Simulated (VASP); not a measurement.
# Sb2As (Fm-3m) in VASP: notebook

Runs on Sb2As. Level: PBE. Tasks: single point.

Everything below comes from runs of VASP 6.6.1. Logs are shortened: lines on timing, memory, paths and dates and some standing lists are left out, and cuts for length are marked.

### 1 The cell of the first run

The structure is cubic, space group Fm-3m (No. 225). Conventional cell: a = 6.994 Å, b = 6.994 Å, c = 6.994 Å, α = 90.00°, β = 90.00°, γ = 90.00°. Sb (site symmetry -43m) has 4 As at 3.03 Å and 6 Sb at 3.50 Å within 4.0 Å. Within 4.0 Å of As (site symmetry m-3m) lie 8 Sb at 3.03 Å.

### 2 Single point, PBE

Input file INCAR:

```
PREC = Accurate ; ENCUT = 520
EDIFF = 1E-6 ; ISMEAR = 0
SIGMA = 0.1 ; LREAL = F
LASPH = T ; NELM = 60
ALGO = Normal ; ISIF = 2
LWAVE = F ; LCHARG = F
GGA = PE ; NBANDS = 14
```

Input file KPOINTS:

```
regular mesh
0
Gamma
  4 4 4
```

Input file POSCAR:

```
Sb2As
1.0
    0.0000000000      3.4969365849      3.4969365849
    3.4969365849      0.0000000000      3.4969365849
    3.4969365849      3.4969365849      0.0000000000
Sb As
2 1
Direct
    0.2500000000      0.2500000000      0.2500000000
    0.7500000000      0.7500000000      0.7500000000
    0.0000000000      0.0000000000      0.0000000000
```

Potentials or basis: VASP PAW PBE potentials, release 64 (Sb, As).

Run with:

```sh
$ cat potpaw_PBE.64/Sb/POTCAR potpaw_PBE.64/As/POTCAR > POTCAR
$ mpirun -np 1 vasp_std > vasp.out
```

OUTCAR:

```text
PREC = Accurate
   ENCUT = 520
   EDIFF = 1E-6
   ISMEAR = 0
   LREAL = F
   LASPH = T
   NELM = 60
   ISIF = 2
   GGA = PE

 ion  position               nearest neighbor table
   1  0.250  0.250  0.250-   3 3.03   3 3.03   3 3.03   3 3.03   2 3.50   2 3.50   2 3.50   2 3.50
                             2 3.50   2 3.50
   2  0.750  0.750  0.750-   3 3.03   3 3.03   3 3.03   3 3.03   1 3.50   1 3.50   1 3.50   1 3.50
                             1 3.50   1 3.50
   3  0.000  0.000  0.000-   2 3.03   2 3.03   2 3.03   1 3.03   2 3.03   1 3.03   1 3.03   1 3.03

  LATTYP: Found a face centered cubic cell.
 ALAT       =     6.9938731698

  Lattice vectors:

 A1 = (   0.0000000000,   3.4969365849,   3.4969365849)
 A2 = (   3.4969365849,   0.0000000000,   3.4969365849)
 A3 = (   3.4969365849,   3.4969365849,   0.0000000000)

Analysis of symmetry for initial positions (statically):
=====================================================================
 Subroutine PRICEL returns:
 Original cell was already a primitive cell.

 Routine SETGRP: Setting up the symmetry group for a
 face centered cubic supercell.

 Subroutine GETGRP returns: Found 48 space group operations
 (whereof 48 operations were pure point group operations)
 out of a pool of 48 trial point group operations.

The static configuration has the point symmetry O_h .

Analysis of symmetry for dynamics (positions and initial velocities):
=====================================================================
 Subroutine PRICEL returns:
 Original cell was already a primitive cell.

 Routine SETGRP: Setting up the symmetry group for a
 face centered cubic supercell.

 Subroutine GETGRP returns: Found 48 space group operations
 (whereof 48 operations were pure point group operations)
 out of a pool of 48 trial point group operations.

The dynamic configuration has the point symmetry O_h .

 Subroutine INISYM returns: Found 48 space group operations
 (whereof 48 operations are pure point group operations),
 and found     1 'primitive' translations

----------------------------------------------------------------------------------------

                                     Primitive cell

  volume of cell :      85.5250

  direct lattice vectors                    reciprocal lattice vectors
     0.000000000  3.496936585  3.496936585    -0.142982290  0.142982290  0.142982290
     3.496936585  0.000000000  3.496936585     0.142982290 -0.142982290  0.142982290
     3.496936585  3.496936585  0.000000000     0.142982290  0.142982290 -0.142982290

[... 81 lines left out ...]
   EMIN   =  10.00;   EMAX   =-10.00  energy-range for DOS
   EFERMI =   0.00;   METHOD = LEGACY
   ISMEAR =     0;   SIGMA  =   0.10  broadening in eV -4-tet -1-fermi 0-gaus
   EFERMI_NEDOS =   21; number of points for ismear=-14 and -15
   IALGO  =     38    algorithm
   IMIX   =      4    mixing-type and parameters
     AMIX     =   0.40;   BMIX     =  1.00
     AMIX_MAG =   1.60;   BMIX_MAG =  1.00
  volume/ion in A,a.u.               =      28.51       192.38
  Fermi-wavevector in a.u.,A,eV,Ry     =   0.916377  1.731701 11.425448  0.839747
  Thomas-Fermi vector in A             =   2.041225
   LORBIT       =      0    0 simple, 1 ext, 2 COOP (PROOUT), +10 PAW based schemes
   GGA     = PE    functional components
   LHFCALC =     F    Hartree Fock is set to
   AEXX    =    0.0000 exact exchange contribution
   IVDW    =     0    specifies the selected vdW correction
   LEPSILON=     F    determine dielectric tensor
   LRPA    =     F    only Hartree local field effects (RPA)
 non-spin polarized calculation
 Gauss-broadening in eV      SIGMA  =   0.10
  energy-cutoff  :      520.00
  volume of cell :       85.53
 maximum number of plane-waves:      2332
 NGX is ok and might be reduce to    40
   NGX = 19   NGY = 19   NGZ = 19

 number of electron      14.9999999 magnetization

 Free energy of the ion-electron system (eV)
  ---------------------------------------------------
  ext. energy  EPLUGINS =         0.00000000
  ---------------------------------------------------
  free energy    TOTEN  =       -11.87836811 eV

  energy without entropy =      -11.86621733  energy(sigma->0) =      -11.87229272

 E-fermi :   6.2801     XC(G=0):  -9.4880

 val. band max:        6.1420727147   @ k =   0.2500   0.2500   0.0000
 cond. band min:       6.3295670737   @ k =   0.2500   0.2500   0.0000
 fundamental gap:      0.1874943590
 Fermi energy:         6.2800837620

 k-point     1 :       0.0000    0.0000    0.0000
  band No.  band energies     occupation
      1      -6.9854      2.00000
      2      -0.8545      2.00000
      3      -0.6697      2.00000
      4       3.6334      2.00000
      5       3.6334      2.00000
      6       3.6334      2.00000
      7       3.8899      2.00000
      8       3.8899      2.00000
      9       3.8899      2.00000
     10       8.3894      0.00000
     11       8.3894      0.00000
     12       8.3894      0.00000
     13      10.7808      0.00000
     14      10.7808      0.00000
[... 105 lines left out ...]
      1      -5.0251      2.00000
      2      -3.3098      2.00000
      3      -3.3098      2.00000
      4       0.8294      2.00000
      5       3.7154      2.00000
      6       3.7154      2.00000
      7       4.6836      2.00000
      8       7.0448      0.00000
      9       8.6944      0.00000
     10       9.0050      0.00000
     11       9.0050      0.00000
     12       9.1822      0.00000
     13      12.9087      0.00000
     14      13.0923      0.00000

------------------------ aborting loop because EDIFF is reached ----------------------------------------

  FORCE on cell =-STRESS in cart. coord.  units (eV):
  Direction    XX          YY          ZZ          XY          YZ          ZX
  --------------------------------------------------------------------------------------
  -------------------------------------------------------------------------------------
  Total       -0.1029619     -0.1029619     -0.1029619     -0.0000000      0.0000000     -0.0000000
  in kB       -1.9288299     -1.9288299     -1.9288299     -0.0000000      0.0000000     -0.0000000
  external PRESSURE =      -1.9288299 kB  Pullay stress =       0.0000000 kB

 VOLUME and BASIS-vectors are now :
 -----------------------------------------------------------------------------
  energy-cutoff  :      520.00
  volume of cell :       85.53
      direct lattice vectors                 reciprocal lattice vectors
     0.000000000  3.496936585  3.496936585    -0.142982290  0.142982290  0.142982290
     3.496936585  0.000000000  3.496936585     0.142982290 -0.142982290  0.142982290
     3.496936585  3.496936585  0.000000000     0.142982290  0.142982290 -0.142982290

 POSITION                                       TOTAL-FORCE (eV/Angst)
 -----------------------------------------------------------------------------------
      1.74847      1.74847      1.74847         0.000000      0.000000      0.000000
      5.24540      5.24540      5.24540        -0.000000     -0.000000     -0.000000
      0.00000      0.00000      0.00000         0.000000     -0.000000      0.000000
 -----------------------------------------------------------------------------------
    total drift:                               -0.000000     -0.000000      0.000000

  FREE ENERGIE OF THE ION-ELECTRON SYSTEM (eV)
  ---------------------------------------------------
  free  energy   TOTEN  =       -11.8783681066 eV

  energy  without entropy=      -11.8662173318  energy(sigma->0) =      -11.87229272
```

It took 7.5 s on 1 thread of Intel Xeon 6975P-C (Granite Rapids), shared host; peak memory 0.23 GiB.

Results:

| Property | Result |
| --- | --- |
| Free energy | -11.8784 eV |
| Pressure | -0.2 GPa |
| Band gap on the k mesh | zero (an odd number of electrons rules out a gap without spin polarisation) |

Caveat: the k points lie up to 0.39 Å⁻¹ apart, too coarse for converged energies and pressures of a metal; spin-orbit coupling is left out, which moves the levels of the heavy elements; an odd number of electrons without spin polarisation forces a metal; a magnetic or distorted state may lie lower.

### 3 Single point, PBE

This run uses another cell than the first one, of 24.97 Å³/atom.

Input file INCAR:

```
SYSTEM = Sb2As
ALGO = Normal
EDIFF = 1E-6
ENCUT = 520
GGA = PE
ISIF = 2
ISMEAR = 0
LASPH = .True.
LCHARG = .False.
LREAL = .False.
LWAVE = .False.
NBANDS = 14
NELM = 100
PREC = Accurate
SIGMA = 0.1
```

Input file KPOINTS:

```
k-points
0
Gamma
  6 6 6
  0 0 0
```

Input file POSCAR:

```
Sb2As
1.0
    0.0000000000      3.3459598013      3.3459598013
    3.3459598013      0.0000000000      3.3459598013
    3.3459598013      3.3459598013      0.0000000000
Sb As
2 1
Direct
    0.2500000000      0.2500000000      0.2500000000
    0.7500000000      0.7500000000      0.7500000000
    0.0000000000      0.0000000000      0.0000000000
```

Potentials or basis: VASP PAW PBE potentials, release 64 (Sb, As).

Run with:

```sh
$ cat potpaw_PBE.64/Sb/POTCAR potpaw_PBE.64/As/POTCAR > POTCAR
$ mpirun -np 1 vasp_std > vasp.out
```

OUTCAR:

```text
SYSTEM = Sb2As
   EDIFF = 1E-6
   ENCUT = 520
   GGA = PE
   ISIF = 2
   ISMEAR = 0
   LASPH = .True.
   LREAL = .False.
   NELM = 100
   PREC = Accurate

 ion  position               nearest neighbor table
   1  0.250  0.250  0.250-   3 2.90   3 2.90   3 2.90   3 2.90   2 3.35   2 3.35   2 3.35   2 3.35
                             2 3.35   2 3.35
   2  0.750  0.750  0.750-   3 2.90   3 2.90   3 2.90   3 2.90   1 3.35   1 3.35   1 3.35   1 3.35
                             1 3.35   1 3.35
   3  0.000  0.000  0.000-   2 2.90   2 2.90   2 2.90   1 2.90   2 2.90   1 2.90   1 2.90   1 2.90

  LATTYP: Found a face centered cubic cell.
 ALAT       =     6.6919196026

  Lattice vectors:

 A1 = (   0.0000000000,   3.3459598013,   3.3459598013)
 A2 = (   3.3459598013,   0.0000000000,   3.3459598013)
 A3 = (   3.3459598013,   3.3459598013,   0.0000000000)

Analysis of symmetry for initial positions (statically):
=====================================================================
 Subroutine PRICEL returns:
 Original cell was already a primitive cell.

 Routine SETGRP: Setting up the symmetry group for a
[... 176 lines left out ...]
      7       5.0351      2.00000
      8       5.0351      2.00000
      9       5.0351      2.00000
     10      10.0552      0.00000
     11      10.0552      0.00000
     12      10.0552      0.00000
     13      12.1930      0.00000
     14      12.1930      0.00000
[... 241 lines left out ...]
      1      -4.0580      2.00000
      2      -2.7096      2.00000
      3      -1.7049      2.00000
      4       1.6331      2.00000
      5       3.6517      2.00000
      6       5.7050      2.00000
      7       6.6825      2.00000
      8       9.0505      0.00000
      9      10.5006      0.00000
     10      10.9386      0.00000
     11      10.9966      0.00000
     12      11.5323      0.00000
     13      14.2701      0.00000
     14      15.3396      0.00000

------------------------ aborting loop because EDIFF is reached ----------------------------------------

  FORCE on cell =-STRESS in cart. coord.  units (eV):
  Direction    XX          YY          ZZ          XY          YZ          ZX
  --------------------------------------------------------------------------------------
  -------------------------------------------------------------------------------------
  Total        4.3216551      4.3216551      4.3216551      0.0000000     -0.0000000      0.0000000
  in kB       92.4205470     92.4205470     92.4205470      0.0000000     -0.0000000      0.0000000
  external PRESSURE =      92.4205470 kB  Pullay stress =       0.0000000 kB

 VOLUME and BASIS-vectors are now :
 -----------------------------------------------------------------------------
  energy-cutoff  :      520.00
  volume of cell :       74.92
      direct lattice vectors                 reciprocal lattice vectors
     0.000000000  3.345959801  3.345959801    -0.149433953  0.149433953  0.149433953
     3.345959801  0.000000000  3.345959801     0.149433953 -0.149433953  0.149433953
     3.345959801  3.345959801  0.000000000     0.149433953  0.149433953 -0.149433953

 POSITION                                       TOTAL-FORCE (eV/Angst)
 -----------------------------------------------------------------------------------
      1.67298      1.67298      1.67298        -0.000000      0.000000      0.000000
      5.01894      5.01894      5.01894         0.000000     -0.000000     -0.000000
      0.00000      0.00000      0.00000        -0.000000     -0.000000     -0.000000
 -----------------------------------------------------------------------------------
    total drift:                                0.000000      0.000000      0.000000

  FREE ENERGIE OF THE ION-ELECTRON SYSTEM (eV)
  ---------------------------------------------------
  free  energy   TOTEN  =       -11.6282536083 eV

  energy  without entropy=      -11.6195553105  energy(sigma->0) =      -11.62390446
```

Wall time 9.4 s (1 thread of Intel Xeon 6975P-C (Granite Rapids), shared host); peak memory 0.2 GiB.

What came out:

```yaml
Free_energy: -11.6283 eV
Pressure: 9.2 GPa
Band_gap_on_the_k_mesh: zero (an odd number of electrons rules out a gap without spin polarisation)
```

Levels at points of the mesh, in eV from the Fermi level:
```csv
k point,band 4,band 5,band 6,band 7,band 8,band 9,band 10,band 11,band 12,band 13
"(0.00, 0.00, 0.00)",-3.00,-3.00,-3.00,-2.74,-2.74,-2.74,2.28,2.28,2.28,4.42
"(0.50, 0.00, 0.00)",-4.29,-4.29,-1.78,-1.78,-1.75,1.76,2.83,3.05,3.05,6.15
"(0.50, 0.50, 0.00)",-5.80,-5.80,-3.12,1.43,2.46,2.46,3.18,3.18,4.23,5.28
```

Caveat: the cell stands under pressure; spin-orbit coupling is left out, which moves the levels of the heavy elements; an odd number of electrons without spin polarisation forces a metal; a magnetic or distorted state may lie lower.

The gap in the log of VASP goes by the Fermi energy; the results here count the filled bands.